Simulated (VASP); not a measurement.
## CoSi2: single point with PBE

The system is CoSi2.

```xyz
3
Lattice="0.0000 2.6233 2.6233 2.6233 0.0000 2.6233 2.6233 2.6233 0.0000" Properties=species:S:1:pos:R:3 pbc="T T T"
Co    0.0000    0.0000    0.0000
Si    1.3117    1.3117    1.3117
Si    3.9350    3.9350    3.9350
```

```yaml
Program: VASP 6.6.1
Task: single point
Functional: PBE
Potentials_or_basis: VASP PAW PBE potentials, release 64 (Co, Si)
Cutoff: 520 eV
k_mesh: 12 × 12 × 12
Occupations: gaussian, width 0.05 eV
Spin: collinear spin, zero start
Starting_moments: "[0.0, 0.0, 0.0] μB"
```

```json
{"Pressure": "13.0 GPa", "Net moment": "0.00 μB per cell", "Valence electrons inside the program's atomic spheres": "Co 9.03; Si 1.63"}
```

Levels at points of the mesh, in eV from the Fermi level:
Spin up:
```
           k point  band 5  band 6  band 7  band 8  band 9  band 10  band 11  band 12  band 13  band 14
(0.00, 0.00, 0.00)   -2.10   -2.10    1.41    3.48    3.48     3.48     3.68     3.68     3.68     5.96
(0.50, 0.00, 0.00)   -2.30   -1.78   -1.78   -0.49   -0.49     2.91     3.62     3.62     4.92    10.67
(0.50, 0.50, 0.00)   -3.82   -2.11   -2.11   -2.08   -1.46     1.85     2.97     8.64    10.24    10.24
```
Spin down:
```
           k point  band 5  band 6  band 7  band 8  band 9  band 10  band 11  band 12  band 13  band 14
(0.00, 0.00, 0.00)   -2.10   -2.10    1.41    3.48    3.48     3.48     3.68     3.68     3.68     5.96
(0.50, 0.00, 0.00)   -2.30   -1.78   -1.78   -0.49   -0.49     2.91     3.62     3.62     4.92    10.67
(0.50, 0.50, 0.00)   -3.82   -2.11   -2.11   -2.08   -1.46     1.85     2.97     8.64    10.24    10.24
```

Wall time 2.4 min on 1 thread of Intel Xeon 8259CL (shared host), peak memory 0.23 GiB.

Caveat: the cell stands under pressure.
